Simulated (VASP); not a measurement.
GaSb:

```
CELL_PARAMETERS angstrom
-1.53487 2.63885 2.85421
1.53487 -2.63885 2.85421
1.53487 2.63885 -2.85421
ATOMIC_POSITIONS crystal
Sb 0.50000 0.50000 0.00000
Ga 0.00000 0.00000 0.00000
```

This cell differs from its parent crystal: volume scaled by 0.96.

Base run:

```yaml
Program: VASP 6.6.1
Functional: PBEsol
Potentials_or_basis: VASP PAW PBE potentials, release 64 (Sb, Ga_d)
Cutoff: 520 eV
k_mesh: 10 × 10 × 10
Occupations: fermi-dirac, width 0.05 eV
Spin: no spin polarisation
```

Its results: band gap on the k mesh zero (band 9 reaches 8.96 eV, above the bottom of band 10 at 4.20 eV); pressure -0.9 GPa.

Q: The run is repeated on the same cell with these changes: functional from PBEsol to PBE; further incar settings from ALGO = Normal; EDIFF = 1e-07; NBANDS = 16 to ALGO = Normal; EDIFF = 1e-06; NBANDS = 16. What comes out?

A: Band gap on the k mesh zero (band 9 reaches 9.11 eV, above the bottom of band 10 at 4.37 eV); pressure 2.3 GPa.

Caveats: spin-orbit coupling is left out, which moves the levels of the heavy elements; the PAW data sets were made with another functional, which shifts forces and pressure a little (some runs).
